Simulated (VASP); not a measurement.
Here is a VASP 6.6.1 calculation.

INCAR

```
SYSTEM = BAs
PREC = Accurate
ENCUT = 520
EDIFF = 1E-6
ISMEAR = 0
SIGMA = 0.05
LREAL = .False.
LASPH = .True.
NELM = 100
ALGO = Normal
ISIF = 2
LWAVE = .False.
LCHARG = .False.
GGA = PE
NBANDS = 11
```

File KPOINTS:

```
Automatic mesh
0
Gamma
  10 10 10
  0 0 0
```

POSCAR

```
BAs
1.0
    0.0000000000      2.3082347151      2.2120582687
    2.3082347151      0.0000000000      2.2120582687
    2.3082347151      2.3082347151      0.0000000000
B As
1 1
Direct
    0.0000000000      0.0000000000      0.0000000000
    0.7500000000      0.7500000000      0.7500000000
```

Potentials or basis: VASP PAW PBE potentials, release 64 (B, As).

Run with:

```sh
$ cat potpaw_PBE.64/B/POTCAR potpaw_PBE.64/As/POTCAR > POTCAR
$ mpirun -np 1 vasp_std > vasp.out
```

Problem. What does it give for the pressure?

Solution. 31.6 GPa.

Problem. Estimate the band gap on the k mesh.

Solution. 0.33 eV, indirect (least direct gap 3.02 eV).

Stress tensor (GPa, compression positive):
```
28.64  0.00  0.00
 0.00 28.64  0.00
 0.00  0.00 37.62
```

Caveat: the cell differs from its parent crystal (strain -0.040 along x and y, -0.080 along z). A k mesh can miss the band edges.
